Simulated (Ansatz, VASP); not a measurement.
# As: VASP beside Ansatz

Contents of INCAR:

```
ALGO     = Normal         # electronic algorithm
EDIFF    = 1E-6           # SCF threshold, eV
ENCUT    = 520            # plane-wave cutoff, eV
GGA      = CA             # functional
ISIF     = 2              # what is computed and relaxed
ISMEAR   = -1             # smearing method
LASPH    = T              # aspherical terms in the spheres
LCHARG   = F              # write CHGCAR
LREAL    = F              # projectors in reciprocal space
LWAVE    = F              # write WAVECAR
NBANDS   = 8              # bands
NELM     = 60             # most SCF steps
PREC     = Accurate       # precision mode
SIGMA    = 0.1            # smearing width, eV
```

File KPOINTS:

```
k-points
0
Gamma
  13 13 13
```

File POSCAR:

```
As
1.0
    2.7036800000     -0.0450613333      0.0000000000
   -0.0450613333      2.7036800000      0.0000000000
    0.0000000000      0.0000000000      2.7036800000
As
1
Direct
    0.5000000000      0.5000000000      0.5000000000
```

Input for Ansatz:

```yaml
crystal:
  lattice:
    - [2.70368, -0.04506133333333334, 0.0]
    - [-0.04506133333333334, 2.70368, 0.0]
    - [0.0, 0.0, 2.70368]
  atoms:
    - { symbol: As, position: [0.5, 0.5, 0.5] }
basis:
  ecutwfc: 470.0
kpoints:
  mp_grid:
    grid: [13, 13, 13]
hamiltonian:
  xc: lda
scf:
  occupations:
    method: fermi_dirac
    width: 0.1
output:
  stress: true
```

Alike in both runs: task single point; functional LDA; k mesh 13 × 13 × 13; occupations fermi-dirac, width 0.1 eV; no spin polarisation.

|  | VASP | Ansatz |
| --- | --- | --- |
| version | VASP 6.6.1 | Ansatz 0.2.0 |
| potentials or method | VASP PAW LDA potentials, release 64 (As), cutoff 520 eV | plane waves, PAW |
| valence electrons in the cell | 5 | 15 |

VASP gave:

```
pressure (GPa)                                                : -2.5
traceless stress, the component that is largest in VASP (GPa) : 1.03
```

Problem. Which values does Ansatz return?

Solution. Pressure (GPa): -2.9; traceless stress, the component that is largest in VASP (GPa): 1.03.

LDA's correlation is that of Perdew and Zunger in VASP and of Perdew and Wang (1992) in Ansatz. VASP's potentials hold 5 valence electrons a cell and Ansatz's 15, so a difference there can come from the potentials and not from the codes.
